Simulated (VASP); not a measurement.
Write the native input for VASP 6.6.1 that does the following.

* Task: single point
* Functional: PBEsol
* Potentials or basis: VASP PAW PBE potentials, release 64 (Pd)
* Cutoff: 520 eV
* k mesh: 20 × 20 × 20
* Occupations: gaussian, width 0.15 eV
* Spin: no spin polarisation
* Dipole correction: no
* Further INCAR settings: ALGO = Normal; EDIFF = 1e-06; NBANDS = 11

The structure of Pd lies in POSCAR:

```
Pd
1.0
    0.0000000000      1.8962775000      1.8476550000
    1.8962775000      0.0000000000      1.8476550000
    1.8962775000      1.8962775000      0.0000000000
Pd
1
Direct
    0.0000000000      0.0000000000      0.0000000000
```

This cell differs from its parent crystal: strain -0.025 along x and y, -0.050 along z.

One way to write it, as run:

INCAR

```
SYSTEM = Pd
ALGO     = Normal         ! electronic algorithm
EDIFF    = 1E-6           ! SCF threshold, eV
ENCUT    = 520            ! plane-wave cutoff, eV
GGA      = PS             ! functional
ISIF     = 2              ! what is computed and relaxed
ISMEAR   = 0              ! smearing method
LASPH    = .TRUE.         ! aspherical terms in the spheres
LCHARG   = .FALSE.        ! write CHGCAR
LREAL    = .FALSE.        ! projectors in reciprocal space
LWAVE    = .FALSE.        ! write WAVECAR
NBANDS   = 11             ! bands
NELM     = 60             ! most SCF steps
PREC     = Accurate       ! precision mode
SIGMA    = 0.15           ! smearing width, eV
```

KPOINTS

```
k-points
0
G
  20 20 20
  0 0 0
```

Potentials or basis: VASP PAW PBE potentials, release 64 (Pd).

The run is started by

```console
$ cat potpaw_PBE.64/Pd/POTCAR > POTCAR
$ mpirun -np 1 vasp_std > vasp.out
```

It gave:

| Quantity | Value |
| --- | --- |
| Pressure | 23.3 GPa |
| Band gap on the k mesh | zero (bands 5 and 6 overlap by 1.96 eV) |

Caveat: the cell differs from its parent crystal (strain -0.025 along x and y, -0.050 along z); the cell stands under pressure; the PAW data sets were made with another functional, which shifts forces and pressure a little.

Wall time 2.1 min on 1 thread of Intel Xeon 8259CL, with other jobs on the host, peak memory 0.2 GiB.
